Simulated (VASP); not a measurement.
# Tl4Br (Im-3m) in VASP: single point with PBE

Aim: the single point of Tl4Br with PBE.

All numbers are computed with VASP 6.6.1; they aren't measurements. Logs are shortened: lines on timing, memory, paths and dates and some standing lists are left out, and cuts for length are marked.

## 1. The cell of the first run

Symmetry: Im-3m, No. 229, cubic system. Conventional cell: a = 7.389 Å, b = 7.389 Å, c = 7.389 Å, α = 90.00°, β = 90.00°, γ = 90.00°. Tl (site symmetry -3m) has 2 Br at 3.20 Å and 6 Tl at 3.69 Å within 4.2 Å. Br (site symmetry m-3m) has 8 Tl at 3.20 Å within 4.2 Å.

## 2. Single point, PBE

Contents of POSCAR:

```
Tl4Br
1.0
   -3.6944467266      3.6944467266      3.6944467266
    3.6944467266     -3.6944467266      3.6944467266
    3.6944467266      3.6944467266     -3.6944467266
Tl Br
4 1
Direct
    0.5000000000      0.5000000000      0.5000000000
    0.0000000000      0.0000000000      0.5000000000
    0.0000000000      0.5000000000      0.0000000000
    0.5000000000      0.0000000000      0.0000000000
    0.0000000000      0.0000000000      0.0000000000
```

Contents of INCAR.step1:

```
SYSTEM = Tl4Br
PREC     = Accurate       ! precision mode
ENCUT    = 520            ! plane-wave cutoff, eV
EDIFF    = 1E-6           ! SCF threshold, eV
ISMEAR   = 0              ! smearing method
SIGMA    = 0.1            ! smearing width, eV
LREAL    = .False.        ! projectors in reciprocal space
LASPH    = .True.         ! aspherical terms in the spheres
NELM     = 60             ! most SCF steps
ALGO     = Normal         ! electronic algorithm
ISIF     = 2              ! what is computed and relaxed
LWAVE    = .False.        ! write WAVECAR
LCHARG   = .True.         ! write CHGCAR
GGA      = PE             ! functional
NBANDS   = 38             ! bands
```

Contents of KPOINTS.step1:

```
Automatic mesh
0
Gamma
  8 8 8
  0 0 0
```

Contents of INCAR.step2:

```
SYSTEM = Tl4Br
PREC     = Accurate       ! precision mode
ENCUT    = 520            ! plane-wave cutoff, eV
EDIFF    = 1E-6           ! SCF threshold, eV
ISMEAR   = -5             ! smearing method
SIGMA    = 0.1            ! smearing width, eV
LREAL    = .False.        ! projectors in reciprocal space
LASPH    = .True.         ! aspherical terms in the spheres
NELM     = 60             ! most SCF steps
ALGO     = Normal         ! electronic algorithm
ISIF     = 2              ! what is computed and relaxed
LWAVE    = .False.        ! write WAVECAR
LCHARG   = .False.        ! write CHGCAR
GGA      = PE             ! functional
LORBIT   = 11             ! projections on sites
NBANDS   = 38             ! bands
NEDOS    = 1001           ! points of the DOS
ICHARG   = 11             ! starting density
```

Contents of KPOINTS.step2:

```
Automatic mesh
0
Gamma
  12 12 12
  0 0 0
```

Potentials or basis: VASP PAW PBE potentials, release 64 (Tl_d, Br).

On the command line:

```
> cat potpaw_PBE.64/Tl_d/POTCAR potpaw_PBE.64/Br/POTCAR > POTCAR
> cp INCAR.step1 INCAR
> cp KPOINTS.step1 KPOINTS
> mpirun -np 1 vasp_std > vasp.out
> cp INCAR.step2 INCAR
> cp KPOINTS.step2 KPOINTS
> mpirun -np 1 vasp_std > vasp.out
```

OUTCAR:

```text
SYSTEM = Tl4Br
   PREC = Accurate
   ENCUT = 520
   EDIFF = 1E-6
   ISMEAR = -5
   LREAL = .False.
   LASPH = .True.
   NELM = 60
   ISIF = 2
   GGA = PE
   LORBIT = 11
   ICHARG = 11

 ion  position               nearest neighbor table
   1  0.500  0.500  0.500-   5 3.20   5 3.20   4 3.69   2 3.69   4 3.69   3 3.69   2 3.69   3 3.69

   2  0.000  0.000  0.500-   5 3.20   5 3.20   4 3.69   1 3.69   3 3.69   3 3.69   4 3.69   1 3.69

   3  0.000  0.500  0.000-   5 3.20   5 3.20   4 3.69   1 3.69   2 3.69   2 3.69   1 3.69   4 3.69

   4  0.500  0.000  0.000-   5 3.20   5 3.20   3 3.69   1 3.69   1 3.69   2 3.69   2 3.69   3 3.69

   5  0.000  0.000  0.000-   1 3.20   2 3.20   3 3.20   4 3.20   2 3.20   3 3.20   4 3.20   1 3.20

  LATTYP: Found a body centered cubic cell.
 ALAT       =     7.3888934532

  Lattice vectors:

 A1 = (  -3.6944467266,   3.6944467266,   3.6944467266)
 A2 = (   3.6944467266,  -3.6944467266,   3.6944467266)
 A3 = (   3.6944467266,   3.6944467266,  -3.6944467266)

Analysis of symmetry for initial positions (statically):
=====================================================================
 Subroutine PRICEL returns:
 Original cell was already a primitive cell.

 Routine SETGRP: Setting up the symmetry group for a
 body centered cubic supercell.

 Subroutine GETGRP returns: Found 48 space group operations
 (whereof 48 operations were pure point group operations)
 out of a pool of 48 trial point group operations.

The static configuration has the point symmetry O_h .

Analysis of symmetry for dynamics (positions and initial velocities):
=====================================================================
 Subroutine PRICEL returns:
 Original cell was already a primitive cell.

 Routine SETGRP: Setting up the symmetry group for a
 body centered cubic supercell.

 Subroutine GETGRP returns: Found 48 space group operations
 (whereof 48 operations were pure point group operations)
 out of a pool of 48 trial point group operations.

The dynamic configuration has the point symmetry O_h .

 Subroutine INISYM returns: Found 48 space group operations
 (whereof 48 operations are pure point group operations),
 and found     1 'primitive' translations

----------------------------------------------------------------------------------------

                                     Primitive cell
[... 108 lines left out ...]
   TEBEG  =    0.0;   TEEND  =   0.0 temperature during run
   PSTRESS=    0.0 pullay stress
   NELECT =      59.0000    total number of electrons
   NUPDOWN=      -1.0000    fix difference up-down
   EMIN   =  10.00;   EMAX   =-10.00  energy-range for DOS
   EFERMI =   0.00;   METHOD = LEGACY
   ISMEAR =    -5;   SIGMA  =   0.10  broadening in eV -4-tet -1-fermi 0-gaus
   EFERMI_NEDOS =   21; number of points for ismear=-14 and -15
   IALGO  =     38    algorithm
   IMIX   =      4    mixing-type and parameters
     AMIX     =   0.40;   BMIX     =  1.00
     AMIX_MAG =   1.60;   BMIX_MAG =  1.00
  volume/ion in A,a.u.               =      40.34       272.23
  Fermi-wavevector in a.u.,A,eV,Ry     =   1.086733  2.053627 16.068319  1.180988
  Thomas-Fermi vector in A             =   2.222876
   LORBIT       =     11    0 simple, 1 ext, 2 COOP (PROOUT), +10 PAW based schemes
   GGA     = PE    functional components
   LHFCALC =     F    Hartree Fock is set to
   AEXX    =    0.0000 exact exchange contribution
   IVDW    =     0    specifies the selected vdW correction
   LEPSILON=     F    determine dielectric tensor
   LRPA    =     F    only Hartree local field effects (RPA)
 non-spin polarized calculation
 Fermi weights with tetrahedron method with Bloechl corrections
  energy-cutoff  :      520.00
  volume of cell :      201.70
 maximum number of plane-waves:      5488

 number of electron      59.0000016 magnetization

 Free energy of the ion-electron system (eV)
  ---------------------------------------------------
  ext. energy  EPLUGINS =         0.00000000
  ---------------------------------------------------
  free energy    TOTEN  =       -10.87160863 eV

  energy without entropy =      -10.87160863  energy(sigma->0) =      -10.87160863

 E-fermi :   3.5472     XC(G=0):  -8.2136

 val. band max:        3.5789357257   @ k =   0.3333   0.1667   0.0833
 cond. band min:       3.4245188362   @ k =   0.0833   0.0833   0.0833
 fundamental gap:     -0.1544168895
 Fermi energy:         3.5471971175

 k-point     1 :       0.0000    0.0000    0.0000
  band No.  band energies     occupation
      1     -12.8623      2.00000
      2      -8.5131      2.00000
      3      -8.5131      2.00000
      4      -8.3853      2.00000
      5      -8.3853      2.00000
      6      -8.3853      2.00000
[... 973 lines left out ...]
     37       6.9750      0.00000
     38       7.0274      0.00000

 [... further k-points ...]

------------------------ aborting loop because EDIFF is reached ----------------------------------------

  FORCE on cell =-STRESS in cart. coord.  units (eV):
  Direction    XX          YY          ZZ          XY          YZ          ZX
  --------------------------------------------------------------------------------------
  -------------------------------------------------------------------------------------
  Total       -0.0960065     -0.0960065     -0.0960065      0.0000000      0.0000000     -0.0000000
  in kB       -0.7626107     -0.7626107     -0.7626107      0.0000000      0.0000000     -0.0000000
  external PRESSURE =      -0.7626107 kB  Pullay stress =       0.0000000 kB

 VOLUME and BASIS-vectors are now :
 -----------------------------------------------------------------------------
  energy-cutoff  :      520.00
  volume of cell :      201.70
      direct lattice vectors                 reciprocal lattice vectors
    -3.694446727  3.694446727  3.694446727     0.000000000  0.135338262  0.135338262
     3.694446727 -3.694446727  3.694446727     0.135338262  0.000000000  0.135338262
     3.694446727  3.694446727 -3.694446727     0.135338262  0.135338262  0.000000000

 POSITION                                       TOTAL-FORCE (eV/Angst)
 -----------------------------------------------------------------------------------
      1.84722      1.84722      1.84722        -0.000000      0.000000      0.000000
      1.84722      1.84722     -1.84722        -0.000000     -0.000000      0.000000
      1.84722     -1.84722      1.84722         0.000000     -0.000000     -0.000000
     -1.84722      1.84722      1.84722         0.000000      0.000000     -0.000000
      0.00000      0.00000      0.00000        -0.000000      0.000000     -0.000000
 -----------------------------------------------------------------------------------
    total drift:                                0.000000      0.000000     -0.000000

  FREE ENERGIE OF THE ION-ELECTRON SYSTEM (eV)
  ---------------------------------------------------
  free  energy   TOTEN  =       -10.8716086264 eV

  energy  without entropy=      -10.8716086264  energy(sigma->0) =      -10.87160863

 total charge

# of ion       s       p       d       tot
------------------------------------------
    1        1.240   0.254   9.648  11.142
    2        1.240   0.254   9.648  11.142
    3        1.240   0.254   9.648  11.142
    4        1.240   0.254   9.648  11.142
    5        1.626   3.207   0.021   4.854
--------------------------------------------------
tot          6.587   4.222  38.614  49.422
```

It took 3.1 min on 1 thread of Intel Xeon 6975P-C (Granite Rapids), shared host; peak memory 0.6 GiB.

What came out:

| Quantity | Value |
| --- | --- |
| Valence electrons inside the program's atomic spheres | Tl 11.14; Br 4.85 |

Levels at points of the mesh, in eV from the Fermi level:
```csv
k point,band 27,band 28,band 29,band 30,band 31,band 32,band 33,band 34
"(0.00, 0.00, 0.00)",-5.18,-5.18,-0.39,-0.39,-0.39,1.79,1.79,1.79
"(0.50, 0.00, 0.00)",-3.18,-2.99,-0.51,-0.12,0.97,1.13,1.46,2.06
"(0.50, 0.50, 0.50)",-2.93,-2.93,-2.04,-2.04,-0.43,0.68,0.68,0.68
```

Caveat: spin-orbit coupling is left out, which moves the levels of the heavy elements; an odd number of electrons without spin polarisation forces a metal; a magnetic or distorted state may lie lower.
